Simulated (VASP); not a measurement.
A run of VASP 6.6.1 is set up as follows.

Contents of POSCAR:

```
C
1.0
    2.5725856773      0.0000000000      0.0000000000
   -1.2862928387      2.2279245500      0.0000000000
    0.0000000000      0.0000000000      8.0733165092
C
8
Direct
    0.0000000000      0.0000000000      0.0929334757
    0.0000000000      0.0000000000      0.5929334757
    0.0000000000      0.0000000000      0.4070665243
    0.0000000000      0.0000000000      0.9070665243
    0.3333333333      0.6666666667      0.1554962089
    0.6666666667      0.3333333333      0.6554962089
    0.3333333333      0.6666666667      0.3445037911
    0.6666666667      0.3333333333      0.8445037911
```

Contents of INCAR.step1:

```
SYSTEM = C
PREC = Accurate
ENCUT = 520
ISMEAR = 0
SIGMA = 0.05
LREAL = .FALSE.
LASPH = .TRUE.
NELM = 100
NBANDS = 26
GGA = PE
ALGO = Normal
EDIFF = 1E-4
LWAVE = .TRUE.
LCHARG = .FALSE.
```

File INCAR.step2:

```
SYSTEM = C
PREC = Accurate
ENCUT = 520
EDIFF = 1E-6
ISMEAR = 0
SIGMA = 0.05
LREAL = .FALSE.
LASPH = .TRUE.
NELM = 100
ALGO = Normal
ISIF = 2
LWAVE = .FALSE.
LCHARG = .TRUE.
METAGGA = R2SCAN
LMIXTAU = .TRUE.
LELF = .TRUE.
LVHAR = .TRUE.
NBANDS = 26
ISTART = 1
```

File KPOINTS:

```
regular mesh
0
G
  12 12 4
  0 0 0
```

Potentials or basis: VASP PAW PBE potentials, release 64 (C).

Launch:

```sh
$ cat potpaw_PBE.64/C/POTCAR > POTCAR
$ cp INCAR.step1 INCAR
$ mpirun -np 1 vasp_std > vasp.out
$ cp INCAR.step2 INCAR
$ mpirun -np 1 vasp_std > vasp.out
```

Q: What does it give for the largest force?

A: 0.213 eV/Å.

Q: Estimate the pressure.

A: -7.8 GPa.

Q: What does it give for the band gap on the k mesh?

A: 4.05 eV, indirect (least direct gap 4.89 eV).

Stress tensor (GPa, compression positive):
```
-28.45   0.00   0.00
  0.00 -28.45   0.00
  0.00   0.00  33.54
```

Caveat: the cell differs from its parent crystal (strain +0.025 along x and y, -0.025 along z); the PAW data sets were made with another functional, which shifts forces and pressure a little. A k mesh can miss the band edges.
